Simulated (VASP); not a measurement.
A run of VASP 6.6.1 is set up as follows.

File INCAR:

```
SYSTEM = Bi
PREC = Accurate
ENCUT = 520
EDIFF = 1E-6
ISMEAR = -1
SIGMA = 0.05
LREAL = .FALSE.
LASPH = .TRUE.
NELM = 80
ALGO = Fast
ISIF = 2
LWAVE = .FALSE.
LCHARG = .FALSE.
GGA = PS
NBANDS = 22
```

KPOINTS

```
Automatic mesh
0
G
  7 7 4
  0 0 0
```

POSCAR

```
Bi
1.0
    3.2383762460     -0.0647675249      0.0000000000
   -0.0644328664      3.2216433200      0.0000000000
   -0.0804548793      0.0016090976      6.4438887882
Bi
2
Direct
    0.5442472500      0.0000000000      0.7495778900
    0.4557527500      0.0000000000      0.2504221100
```

Potentials or basis: VASP PAW PBE potentials, release 64 (Bi_d).

Launch:

```sh
$ cat potpaw_PBE.64/Bi_d/POTCAR > POTCAR
$ mpirun -np 1 vasp_std > vasp.out
```

What does it give for the band gap on the k mesh?

Zero (band 15 reaches 10.55 eV, above the bottom of band 16 at 4.60 eV).

Estimate the largest force.

0.010 eV/Å.

Estimate the pressure.

-0.5 GPa.

Stress tensor (GPa, compression positive):
```
-0.77 -0.18  0.13
-0.18  0.07  0.03
 0.13  0.03 -0.92
```

Caveat: the PAW data sets were made with another functional, which shifts forces and pressure a little; spin-orbit coupling is left out, which moves the levels of the heavy elements.
